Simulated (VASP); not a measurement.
MnGa3:

```xyz
4
Lattice="0.0000 3.0581 3.0581 3.0581 0.0000 3.0581 3.0581 3.0581 0.0000" Properties=species:S:1:pos:R:3 pbc="T T T"
Ga    1.5291    1.5291    1.5291
Ga    4.5872    4.5872    4.5872
Ga    3.0581    3.0581    3.0581
Mn    0.0000    0.0000    0.0000
```

- Program: VASP 6.6.1
- Task: relaxation of cell and atoms
- Functional: PBEsol
- Potentials or basis: VASP PAW PBE potentials, release 64 (Ga_d, Mn_pv)
- Cutoff: 600 eV
- k mesh: 6 × 6 × 6
- Occupations: gaussian, width 0.1 eV
- Spin: collinear spin, ferromagnetic start
- Starting moments: [0.0, 0.0, 0.0, 3.19] μB

At the start: pressure 8.5 GPa; volume 14.30 Å³/atom.

Question: How do energy, volume and symmetry change on relaxing?

Answer: Over 3 steps the energy falls by 34.2 meV/atom and the volume is 15.68 Å³/atom (+9.7 %); space group Fm-3m (No. 225, to 0.1 Å) before and after; moment 3.12 μB per cell.

The path:
```
step  energy change (eV)  largest force (eV/Å)  pressure (GPa)  volume (Å³)
   1              0.0000                0.0000            8.53        57.20
   2             -0.1332                0.0000           -1.14        63.74
   3             -0.1368                0.0000            0.02        62.74
```

Final structure:
```xyz
4
Lattice="0.0000 3.1538 3.1538 3.1538 0.0000 3.1538 3.1538 3.1538 0.0000" Properties=species:S:1:pos:R:3 pbc="T T T"
Ga    1.5769    1.5769    1.5769
Ga    4.7307    4.7307    4.7307
Ga    3.1538    3.1538    3.1538
Mn    0.0000    0.0000    0.0000
```

Caveat: the PAW data sets were made with another functional, which shifts forces and pressure a little.
